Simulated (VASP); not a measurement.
Input of a VASP 6.6.1 run:

Contents of INCAR:

```
SYSTEM = Al3GaN4
PREC     = Accurate       ! precision mode
ENCUT    = 520            ! plane-wave cutoff, eV
EDIFF    = 1E-7           ! SCF threshold, eV
ISMEAR   = 0              ! smearing method
SIGMA    = 0.05           ! smearing width, eV
LREAL    = .FALSE.        ! projectors in reciprocal space
LASPH    = .TRUE.         ! aspherical terms in the spheres
NELM     = 80             ! most SCF steps
ALGO     = Normal         ! electronic algorithm
ISIF     = 2              ! what is computed and relaxed
LWAVE    = .FALSE.        ! write WAVECAR
LCHARG   = .FALSE.        ! write CHGCAR
GGA      = PS             ! functional
NBANDS   = 31             ! bands
```

File KPOINTS:

```
Automatic mesh
0
G
  6 6 6
  0 0 0
```

File POSCAR:

```
Al3GaN4
1.0
    4.4071184415      0.2423915143      0.2423915143
    0.2423915143      4.4071184415      0.2423915143
    0.2423915143      0.2423915143      4.4071184415
Al Ga N
3 1 4
Direct
    0.5000000000      0.5000000000      0.0000000000
    0.5000000000      0.0000000000      0.5000000000
    0.0000000000      0.5000000000      0.5000000000
    0.0000000000      0.0000000000      0.0000000000
    0.7447140287      0.7447140287      0.2552859713
    0.7447140287      0.2552859713      0.7447140287
    0.2552859713      0.7447140287      0.7447140287
    0.2552859713      0.2552859713      0.2552859713
```

Potentials or basis: VASP PAW PBE potentials, release 64 (Al, Ga_d, N).

Command:

```sh
$ cat potpaw_PBE.64/Al/POTCAR potpaw_PBE.64/Ga_d/POTCAR potpaw_PBE.64/N/POTCAR > POTCAR
$ mpirun -np 1 vasp_std > vasp.out
```

What does it give for the largest force?

0.842 eV/Å.

Estimate the band gap on the k mesh.

2.25 eV, direct.

Estimate the pressure.

8.2 GPa.

Forces in eV/Å, atoms in the order of the input:
```
Al   0.434  0.434  0.457
Al   0.434  0.457  0.434
Al   0.457  0.434  0.434
Ga   0.451  0.451  0.451
N   -0.465 -0.465 -0.526
N   -0.465 -0.526 -0.465
N   -0.526 -0.465 -0.465
N   -0.320 -0.320 -0.320
```

Caveat: the PAW data sets were made with another functional, which shifts forces and pressure a little. As with any semilocal functional, this PBEsol gap is likely too small.
